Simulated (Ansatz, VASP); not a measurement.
**C in VASP and in Ansatz**

INCAR

```
SYSTEM = C
  PREC = Accurate
  ENCUT = 520
  EDIFF = 1E-7
  ISMEAR = 0
  SIGMA = 0.02
  LREAL = .False.
  LASPH = .True.
  NELM = 100
  ALGO = Normal
  ISIF = 2
  LWAVE = .False.
  LCHARG = .False.
  GGA = PE
  NBANDS = 11
```

The input KPOINTS:

```
regular mesh
0
Gamma
  10 10 10
  0 0 0
```

POSCAR

```
C
1.0
    0.0000000000      1.7952591333      1.7598274199
    1.7952591333      0.0000000000      1.7598274199
    1.7952591333      1.7952591333      0.0000000000
C
2
Direct
    0.0000000000      0.0000000000      0.0000000000
    0.2500000000      0.2500000000      0.2500000000
```

Input for Ansatz:

```yaml
crystal:
  lattice:
    - [0.0, 1.7952591333333332, 1.7598274198500068]
    - [1.7952591333333332, 0.0, 1.7598274198500068]
    - [1.7952591333333332, 1.7952591333333332, 0.0]
  atoms:
    - { symbol: C, position: [0.0, 0.0, 0.0] }
    - { symbol: C, position: [0.25, 0.25, 0.25] }
basis:
  ecutwfc: 571.4391111657479
kpoints:
  mp_grid:
    grid: [10, 10, 10]
hamiltonian:
  pseudopotentials:
    kind: paw
scf:
  occupations:
    method: gaussian
    width: 0.02
output:
  stress: true
```

Alike in both runs: task single point; functional PBE; k mesh 10 × 10 × 10; occupations gaussian, width 0.02 eV; no spin polarisation.

```csv
,VASP,Ansatz
version,VASP 6.6.1,Ansatz 0.2.0
potentials or method,"VASP PAW PBE potentials, release 64 (C), cutoff 520 eV","plane waves, PAW"
valence electrons in the cell,8,8
```

```tsv
	VASP	Ansatz	Ansatz less VASP
pressure (GPa)	2.5	1.8	-0.67
traceless stress, the component that is largest in VASP (GPa)	12.11	12.11	+0.008
```

With one functional, cell and mesh, what is left measures potentials, basis and numerics.
